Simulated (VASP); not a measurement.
# Si5Se (F-43m) in VASP: further runs

Runs on Si5Se. Level: PBE. Tasks: relaxation of cell and atoms.

All numbers are computed with VASP 6.6.1; they aren't measurements. Logs are shortened: lines on timing, memory, paths and dates and some standing lists are left out, and cuts for length are marked.

**1. The cell of the first run**

It takes space group F-43m (No. 216, cubic). The conventional cell has a = 7.484 Å, b = 7.484 Å, c = 7.484 Å, α = 90.00°, β = 90.00°, γ = 90.00°. Within 3.5 Å of Si (site symmetry 3m) lie 9 Si at 2.65 to 3.10 Å and 3 Se at 3.10 Å. Within 4.1 Å of Si (site symmetry -43m) lie 12 Si at 3.10 Å and 4 Se at 3.24 Å. Se (site symmetry -43m) has 16 Si at 3.10 to 3.24 Å within 4.1 Å.

The cell was built from a structure type or drawn by symmetry, and may not be a known phase.

**2. Relaxation of cell and atoms, PBE**

Contents of INCAR:

```
SYSTEM = Si5Se
PREC = Accurate
ENCUT = 600
EDIFF = 1E-7
ISMEAR = 0
SIGMA = 0.1
LREAL = .FALSE.
LASPH = .TRUE.
NELM = 80
ALGO = Normal
ISIF = 3
LWAVE = .FALSE.
LCHARG = .FALSE.
GGA = PE
IBRION = 2
NSW = 100
EDIFFG = -0.01
```

Contents of KPOINTS:

```
regular mesh
0
G
  10 10 10
  0 0 0
```

Contents of POSCAR:

```
Si5Se
1.0
    0.0000000000      3.7419664200      3.7419664200
    3.7419664200      0.0000000000      3.7419664200
    3.7419664200      3.7419664200      0.0000000000
Si Se
5 1
Direct
    0.3750000000      0.3750000000      0.8750000000
    0.3750000000      0.8750000000      0.3750000000
    0.8750000000      0.3750000000      0.3750000000
    0.3750000000      0.3750000000      0.3750000000
    0.7500000000      0.7500000000      0.7500000000
    0.0000000000      0.0000000000      0.0000000000
```

Potentials or basis: VASP PAW PBE potentials, release 64 (Si, Se).

The run is started by

```bash
$ cat potpaw_PBE.64/Si/POTCAR potpaw_PBE.64/Se/POTCAR > POTCAR
$ mpirun -np 1 vasp_std > vasp.out
```

OUTCAR:

```text
SYSTEM = Si5Se
   PREC = Accurate
   ENCUT = 600
   EDIFF = 1E-7
   ISMEAR = 0
   LREAL = .FALSE.
   LASPH = .TRUE.
   NELM = 80
   ISIF = 3
   GGA = PE
   IBRION = 2
   NSW = 100
   EDIFFG = -0.01

 ion  position               nearest neighbor table
   1  0.375  0.375  0.875-   4 2.65   2 2.65   3 2.65   4 2.65   2 2.65   3 2.65   5 3.10   5 3.10
                             5 3.10
   2  0.375  0.875  0.375-   4 2.65   1 2.65   1 2.65   3 2.65   4 2.65   3 2.65   5 3.10   5 3.10
                             5 3.10
   3  0.875  0.375  0.375-   4 2.65   1 2.65   2 2.65   1 2.65   2 2.65   4 2.65   5 3.10   5 3.10
                             5 3.10
   4  0.375  0.375  0.375-   1 2.65   2 2.65   3 2.65   1 2.65   2 2.65   3 2.65   5 3.10   5 3.10
                             5 3.10
   5  0.750  0.750  0.750-   4 3.10   4 3.10   4 3.10   1 3.10   2 3.10   3 3.10   2 3.10   3 3.10
                             1 3.10   1 3.10   3 3.10   2 3.10
   6  0.000  0.000  0.000-

  LATTYP: Found a face centered cubic cell.
 ALAT       =     7.4839328400

  Lattice vectors:

 A1 = (   0.0000000000,   3.7419664200,   3.7419664200)
 A2 = (   3.7419664200,   0.0000000000,   3.7419664200)
 A3 = (   3.7419664200,   3.7419664200,   0.0000000000)

Analysis of symmetry for initial positions (statically):
=====================================================================
 Subroutine PRICEL returns:
 Original cell was already a primitive cell.

 Routine SETGRP: Setting up the symmetry group for a
 face centered cubic supercell.

 Subroutine GETGRP returns: Found 24 space group operations
 (whereof 24 operations were pure point group operations)
 out of a pool of 48 trial point group operations.

The static configuration has the point symmetry T_d .

Analysis of symmetry for dynamics (positions and initial velocities):
=====================================================================
 Subroutine PRICEL returns:
 Original cell was already a primitive cell.

 Routine SETGRP: Setting up the symmetry group for a
 face centered cubic supercell.

 Subroutine GETGRP returns: Found 24 space group operations
 (whereof 24 operations were pure point group operations)
 out of a pool of 48 trial point group operations.

The dynamic configuration has the point symmetry T_d .

 Subroutine INISYM returns: Found 24 space group operations
 (whereof 24 operations are pure point group operations),
 and found     1 'primitive' translations

----------------------------------------------------------------------------------------

                                     Primitive cell

  volume of cell :     104.7924

  direct lattice vectors                    reciprocal lattice vectors
     0.000000000  3.741966420  3.741966420    -0.133619585  0.133619585  0.133619585
     3.741966420  0.000000000  3.741966420     0.133619585 -0.133619585  0.133619585
     3.741966420  3.741966420  0.000000000     0.133619585  0.133619585 -0.133619585

  length of vectors
     5.291939661  5.291939661  5.291939661     0.231435910  0.231435910  0.231435910

  position of ions in fractional coordinates (direct lattice)
     0.375000000  0.375000000  0.875000000
     0.375000000  0.875000000  0.375000000
     0.875000000  0.375000000  0.375000000
     0.375000000  0.375000000  0.375000000
     0.750000000  0.750000000  0.750000000
     0.000000000  0.000000000  0.000000000

  ion indices of the primitive-cell ions
   primitive index   ion index
                 1           1
                 2           2
                 3           3
                 4           4
                 5           5
                 6           6

----------------------------------------------------------------------------------------

 KPOINTS: regular mesh

Automatic generation of k-mesh.
 Grid dimensions read from file:
 generate k-points for:   10   10   10

 Generating k-lattice:

  Cartesian coordinates                     Fractional coordinates (reciprocal lattice)
    -0.013361958  0.013361958  0.013361958     0.100000000  0.000000000  0.000000000
     0.013361958 -0.013361958  0.013361958     0.000000000  0.100000000  0.000000000
     0.013361958  0.013361958 -0.013361958     0.000000000  0.000000000  0.100000000

  Length of vectors
     0.023143591  0.023143591  0.023143591

  Shift w.r.t. Gamma in fractional coordinates (k-lattice)
     0.000000000  0.000000000  0.000000000

 Subroutine IBZKPT returns following result:
 ===========================================

 Found     47 irreducible k-points:

 Following reciprocal coordinates:
            Coordinates               Weight
  0.000000  0.000000  0.000000      1.000000
  0.100000  0.000000  0.000000      8.000000
  0.200000  0.000000  0.000000      8.000000
  0.300000  0.000000  0.000000      8.000000
  0.400000  0.000000  0.000000      8.000000
  0.500000  0.000000  0.000000      4.000000
[... 16 lines left out ...]
  0.300000  0.300000  0.000000      6.000000
  0.400000  0.300000  0.000000     24.000000
 [... further k-points ...]
   k-points           NKPTS =     47   k-points in BZ     NKDIM =     47   number of bands    NBANDS=     17
   number of dos      NEDOS =    301   number of ions     NIONS =      6
   total plane-waves  NPLWV =  74088
   dimension x,y,z NGX =    42 NGY =   42 NGZ =   42
   dimension x,y,z NGXF=    84 NGYF=   84 NGZF=   84
   ions per type =               5   1
   NGX,Y,Z   is equivalent  to a cutoff of  13.19, 13.19, 13.19 a.u.
   NGXF,Y,Z  is equivalent  to a cutoff of  26.39, 26.39, 26.39 a.u.
 SYSTEM =  Si5Se
   PREC   = accura    normal or accurate (medium, high low for compatibility)
   ISTART =      0    job   : 0-new  1-cont  2-samecut
   ICHARG =      2    charge: 1-file 2-atom 10-const
   ISPIN  =      1    spin polarized calculation?
   LNONCOLLINEAR =      F non collinear calculations
   LSORBIT =      F    spin-orbit coupling
   LASPH  =      T    aspherical Exc in radial PAW
   ENCUT  =  600.0 eV  44.10 Ry    6.64 a.u.  10.57 10.57 10.57*2*pi/ulx,y,z
   NELM   =     80;   NELMIN=  2; NELMDL= -5     # of ELM steps
   EDIFF  = 0.1E-06   stopping-criterion for ELM
   LREAL  =      F    real-space projection
   EDIFFG = -.1E-01   stopping-criterion for IOM
   NSW    =    100    number of steps for IOM
   IBRION =      2    ionic relax: 0-MD 1-quasi-New 2-CG
   NFREE  =      1    steps in history (QN), initial steepest desc. (CG)
   ISIF   =      3    stress and relaxation
   ISYM   =      2    0-nonsym 1-usesym 2-fastsym
   POTIM  = 0.5000    time-step for ionic-motion
   TEBEG  =    0.0;   TEEND  =   0.0 temperature during run
   PSTRESS=    0.0 pullay stress
   NELECT =      26.0000    total number of electrons
   NUPDOWN=      -1.0000    fix difference up-down
   EMIN   =  10.00;   EMAX   =-10.00  energy-range for DOS
   EFERMI =   0.00;   METHOD = LEGACY
   ISMEAR =     0;   SIGMA  =   0.10  broadening in eV -4-tet -1-fermi 0-gaus
   EFERMI_NEDOS =   21; number of points for ismear=-14 and -15
   IALGO  =     38    algorithm
   IMIX   =      4    mixing-type and parameters
     AMIX     =   0.40;   BMIX     =  1.00
     AMIX_MAG =   1.60;   BMIX_MAG =  1.00
  volume/ion in A,a.u.               =      17.47       117.86
  Fermi-wavevector in a.u.,A,eV,Ry     =   1.028702  1.943964 14.398051  1.058227
  Thomas-Fermi vector in A             =   2.162712
   LORBIT       =      0    0 simple, 1 ext, 2 COOP (PROOUT), +10 PAW based schemes
   GGA     = PE    functional components
   LHFCALC =     F    Hartree Fock is set to
   AEXX    =    0.0000 exact exchange contribution
   IVDW    =     0    specifies the selected vdW correction
   LEPSILON=     F    determine dielectric tensor
   LRPA    =     F    only Hartree local field effects (RPA)
 conjugate gradient relaxation of ions
 non-spin polarized calculation
 Gauss-broadening in eV      SIGMA  =   0.10
  energy-cutoff  :      600.00
  volume of cell :      104.79
 maximum number of plane-waves:      3525
   NGX = 21   NGY = 21   NGZ = 21

--------------------------------------- Ionic step        1  -------------------------------------------

 number of electron      25.9999999 magnetization

 Free energy of the ion-electron system (eV)
  ---------------------------------------------------
  ext. energy  EPLUGINS =         0.00000000
  ---------------------------------------------------
  free energy    TOTEN  =       -26.74437141 eV

  energy without entropy =      -26.73593701  energy(sigma->0) =      -26.74015421

------------------------ aborting loop because EDIFF is reached ----------------------------------------

  FORCE on cell =-STRESS in cart. coord.  units (eV):
  Direction    XX          YY          ZZ          XY          YZ          ZX
  --------------------------------------------------------------------------------------
  -------------------------------------------------------------------------------------
  Total       -2.7663866     -2.7663866     -2.7663866      0.0000000      0.0000000      0.0000000
  in kB      -42.2954652    -42.2954652    -42.2954652      0.0000000      0.0000000      0.0000000
  external PRESSURE =     -42.2954652 kB  Pullay stress =       0.0000000 kB
[... 65 lines left out ...]
  energy  without entropy=      -26.8219121856  energy(sigma->0) =      -26.82676451

--------------------------------------- Ionic step        3  -------------------------------------------

 number of electron      26.0000000 magnetization

 Free energy of the ion-electron system (eV)
  ---------------------------------------------------
  ext. energy  EPLUGINS =         0.00000000
  ---------------------------------------------------
  free energy    TOTEN  =       -26.83232132 eV

  energy without entropy =      -26.82271952  energy(sigma->0) =      -26.82752042

 E-fermi :   8.4327     XC(G=0): -10.8103

 val. band max:        8.3982240887   @ k =  -0.4000   0.4000   0.1000
 cond. band min:       8.4407458569   @ k =   0.5000   0.2000   0.0000
 fundamental gap:      0.0425217683
 Fermi energy:         8.4327267192

 k-point     1 :       0.0000    0.0000    0.0000
  band No.  band energies     occupation
      1      -6.3920      2.00000
      2      -2.3269      2.00000
      3       1.5111      2.00000
      4       2.8178      2.00000
      5       2.8178      2.00000
      6       2.8178      2.00000
[... 9 lines left out ...]
     16      12.1146      0.00000
     17      12.1146      0.00000
[... 443 lines left out ...]
      1      -5.5257      2.00000
      2      -2.8682      2.00000
      3      -1.2164      2.00000
      4       0.1050      2.00000
      5       0.7923      2.00000
      6       1.4373      2.00000
[... 9 lines left out ...]
     16       9.2655      0.00000
     17       9.9934      0.00000

 [... further k-points ...]

------------------------ aborting loop because EDIFF is reached ----------------------------------------

  FORCE on cell =-STRESS in cart. coord.  units (eV):
  Direction    XX          YY          ZZ          XY          YZ          ZX
  --------------------------------------------------------------------------------------
  -------------------------------------------------------------------------------------
  Total        0.0052762      0.0052762      0.0052762      0.0000000     -0.0000000     -0.0000000
  in kB        0.0858408      0.0858408      0.0858408      0.0000000     -0.0000000     -0.0000000
  external PRESSURE =       0.0858408 kB  Pullay stress =       0.0000000 kB
[... 21 lines left out ...]
  FREE ENERGIE OF THE ION-ELECTRON SYSTEM (eV)
  ---------------------------------------------------
  free  energy   TOTEN  =       -26.8323213220 eV

  energy  without entropy=      -26.8227195233  energy(sigma->0) =      -26.82752042

 reached required accuracy - stopping structural energy minimisation
```

Run time: 7.9 min. Hardware: 1 thread of Intel Xeon 8259CL, shared host; peak memory 0.33 GiB.

What came out:

| Item | Value |
| --- | --- |
| Free energy | -26.8323 eV |
| Relaxed volume | 16.41 Å³/atom |
| Relaxed cell | a = 5.183 Å, b = 5.183 Å, c = 5.183 Å, α = 60.00°, β = 60.00°, γ = 60.00° |
| Space group after relaxing (to 0.1 Å) | F-43m (No. 216) |
| Energy gained by relaxing | 14.7 meV/atom |
| Ionic steps | 3 |
| Pressure after relaxing | 0.0 GPa |
| Band gap on the k mesh | zero (bands 13 and 14 overlap by 2.98 eV) |

The path:
```
step  energy change (eV)  largest force (eV/Å)  pressure (GPa)  volume (Å³)
   1              0.0000                0.0119           -4.23       104.79
   2             -0.0872                0.0039            0.43        97.95
   3             -0.0879                0.0045            0.01        98.48
```

Final structure:
```
Si Se
1.0
     0.00000    3.66525    3.66525
     3.66525    0.00000    3.66525
     3.66525    3.66525    0.00000
Si Se
5 1
Direct
  0.37504 0.37504 0.87488
  0.37504 0.87488 0.37504
  0.87488 0.37504 0.37504
  0.37504 0.37504 0.37504
  0.75000 0.75000 0.75000
  0.00000 0.00000 0.00000
```

(Continued in part 2 of 2.)
